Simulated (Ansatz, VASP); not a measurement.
Ti3SiO8 in VASP and in Ansatz

INCAR

```
  ALGO = Normal
  EDIFF = 1E-6
  ENCUT = 520
  GGA = PE
  ISIF = 2
  ISMEAR = -1
  LASPH = T
  LCHARG = F
  LREAL = F
  LWAVE = F
  NBANDS = 56
  NELM = 100
  PREC = Accurate
  SIGMA = 0.02
```

The input KPOINTS:

```
k-points
0
Gamma
  6 6 6
```

The input POSCAR:

```
Ti3SiO8
1.0
    4.7386743540      0.1358187046      0.0899034159
    0.1375922617      4.6678259257     -0.0102851917
   -0.7227570652     -0.0338580670      5.0151898802
Ti Si O
3 1 8
Direct
    0.2573406675      0.4443044072      0.7125914126
    0.7158303302      0.9634562197      0.7840682877
    0.7266651956      0.5393273760      0.2828622774
    0.2464125911      0.0148722605      0.1717184081
    0.4405635890      0.7465805313      0.9494800680
    0.5951349163      0.3052786292      0.5983845409
    0.5280606723      0.2297347466      0.0877632707
    0.4448887710      0.8124329096      0.4262220645
    0.0880236177      0.2711679646      0.3684865111
    0.9540540196      0.7898000221      0.1218404245
    0.9417713445      0.7029449798      0.6137957473
    0.0612542854      0.1800999534      0.8827869870
```

Input for Ansatz:

```yaml
crystal:
  lattice:
    - [4.738674354, 0.1358187046, 0.0899034159]
    - [0.1375922617, 4.6678259257, -0.0102851917]
    - [-0.7227570652, -0.033858067, 5.0151898802]
  atoms:
    - { symbol: Ti, position: [0.2573406675, 0.4443044072, 0.7125914126] }
    - { symbol: Ti, position: [0.7158303302, 0.9634562197, 0.7840682877] }
    - { symbol: Ti, position: [0.7266651956, 0.539327376, 0.2828622774] }
    - { symbol: Si, position: [0.2464125911, 0.0148722605, 0.1717184081] }
    - { symbol: O, position: [0.440563589, 0.7465805313, 0.949480068] }
    - { symbol: O, position: [0.5951349163, 0.3052786292, 0.5983845409] }
    - { symbol: O, position: [0.5280606723, 0.2297347466, 0.0877632707] }
    - { symbol: O, position: [0.444888771, 0.8124329096, 0.4262220645] }
    - { symbol: O, position: [0.0880236177, 0.2711679646, 0.3684865111] }
    - { symbol: O, position: [0.9540540196, 0.7898000221, 0.1218404245] }
    - { symbol: O, position: [0.9417713445, 0.7029449798, 0.6137957473] }
    - { symbol: O, position: [0.0612542854, 0.1800999534, 0.882786987] }
kpoints:
  mp_grid: { grid: [6, 6, 6] }
  band_path:
    path:
      - [[0.0, 0.0, 0.0], [3.794097135098e-17, -0.5, -6.093765837586e-17]]
      - [[-2.453709928738e-19, 2.578682658946e-19, 0.5], [0.0, 0.0, 0.0], [-0.5, -5.767367104159e-19, -2.44813210015e-17]]
      - [[-0.5, -0.5, 0.5], [0.0, 0.0, 0.0], [-0.5, -1.941767287681e-18, 0.5]]
      - [[-0.5, -0.5, -8.43846910098e-17], [0.0, 0.0, 0.0], [3.836249571565e-17, -0.5, 0.5]]
    npoints: 10
hamiltonian:
  xc: pbe
scf:
  occupations: { method: fermi_dirac, width: 0.02 }
  n_extra_bands: 7
output:
  forces: true
  stress: true
  eigenvalues: true
  write_density: true
  write_potential: true
  elf: true
  volumetric_format: npy
```

Alike in both runs: task single point; functional PBE; k mesh 6 × 6 × 6; occupations fermi-dirac, width 0.02 eV; no spin polarisation.

|  | VASP | Ansatz |
| --- | --- | --- |
| version | VASP 6.6.1 | Ansatz 0.2.0 |
| potentials or method | VASP PAW PBE potentials, release 64 (Ti_sv, Si, O) | plane waves, PAW |
| plane-wave cutoff (eV) | 520 | 420 |
| valence electrons in the cell | 88 | 88 |

|  | VASP | Ansatz | Ansatz less VASP |
| --- | --- | --- | --- |
| gap on the k mesh at the Fermi level (eV) | 2.42 | 2.44 | +0.021 |
| pressure (GPa) | 7.1 | 6.4 | -0.68 |
| traceless stress, the component that is largest in VASP (GPa) | -0.34 | -0.21 | +0.134 |
| rms of the force components (eV/Å) | 0.073 | 0.066 | -0.0069 |

Atom by atom the forces differ by 0.022 eV/Å (rms over components). With one functional, cell and mesh, what is left measures potentials, basis and numerics.
